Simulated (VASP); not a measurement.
C:

```xyz
4
Lattice="2.4825 0.0000 0.0000 -1.2413 2.1499 0.0000 0.0000 0.0000 4.1979" Properties=species:S:1:pos:R:3 pbc="T T T"
C     0.0000    1.4333   -0.0009
C     1.2413    0.7166    2.0980
C     0.0000    1.4333    1.5709
C     1.2413    0.7166    3.6699
```

This cell differs from its parent crystal: strained cell.

Base run:

- Program: VASP 6.6.1
- Functional: LDA
- Potentials or basis: VASP PAW LDA potentials, release 64 (C)
- Cutoff: 520 eV
- k mesh: 9 × 9 × 6
- Occupations: gaussian, width 0.02 eV
- Spin: no spin polarisation

Its results: band gap on the k mesh 3.05 eV, indirect (least direct gap 4.90 eV); pressure -4.9 GPa; largest force 0.013 eV/Å.

Problem. After a change of settings the same cell gave: band gap on the k mesh 3.05 eV, indirect (least direct gap 4.90 eV); pressure -5.8 GPa; largest force 0.007 eV/Å. Which change was it?
A. occupations from gaussian, width 0.02 eV to gaussian, width 0.01 eV
B. potentials or basis from VASP PAW LDA potentials, release 64 (C) to VASP PAW LDA potentials, release 64 (C_h); cutoff from 520 eV to 910 eV
C. occupations from gaussian, width 0.02 eV to gaussian, width 0.01 eV; further incar settings from ALGO = Normal; EDIFF = 1e-06; NBANDS = 16 to ALGO = Normal; EDIFF = 1e-07; NBANDS = 16

Solution. B.

Caveats: the cutoff is under 1.25 times the usual one of these potentials, so pressure, stress and relaxed cells hold a basis-set (Pulay) error (some runs).
